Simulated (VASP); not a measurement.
Input of a VASP 6.6.1 run:

INCAR

```
SYSTEM = K
PREC = Accurate ; ENCUT = 520
EDIFF = 1E-6 ; ISMEAR = 0
SIGMA = 0.1 ; LREAL = .FALSE.
LASPH = .TRUE. ; NELM = 60
ALGO = Normal ; ISIF = 2
LWAVE = .FALSE. ; LCHARG = .FALSE.
LDIPOL = .TRUE. ; IDIPOL = 3
DIPOL = 0.5 0.5 0.500 ; GGA = PE
NBANDS = 30
```

Contents of KPOINTS:

```
regular mesh
0
G
  9 9 1
  0 0 0
```

Contents of POSCAR:

```
K
1.0
    4.7194416916      0.0000000000      0.0000000000
   -2.3597208458      4.0871563966      0.0000000000
    0.0000000000      0.0000000000     30.3087030363
K
5
Direct
    0.0000000000      0.0000000000      0.2474536766
    0.6666666667      0.3333333333      0.3737368046
    0.3333333333      0.6666666667      0.5000199326
    0.6666666667      0.3333333333      0.6262631954
    0.3333333333      0.6666666667      0.7525463234
```

Potentials or basis: VASP PAW PBE potentials, release 64 (K_sv).

Command:

```sh
$ cat potpaw_PBE.64/K_sv/POTCAR > POTCAR
$ mpirun -np 1 vasp_std > vasp.out
```

(1) Predict the band gap on the k mesh.

(2) Predict the largest force.

Results:

(1) zero (an odd number of electrons rules out a gap without spin polarisation).

(2) 0.013 eV/Å.
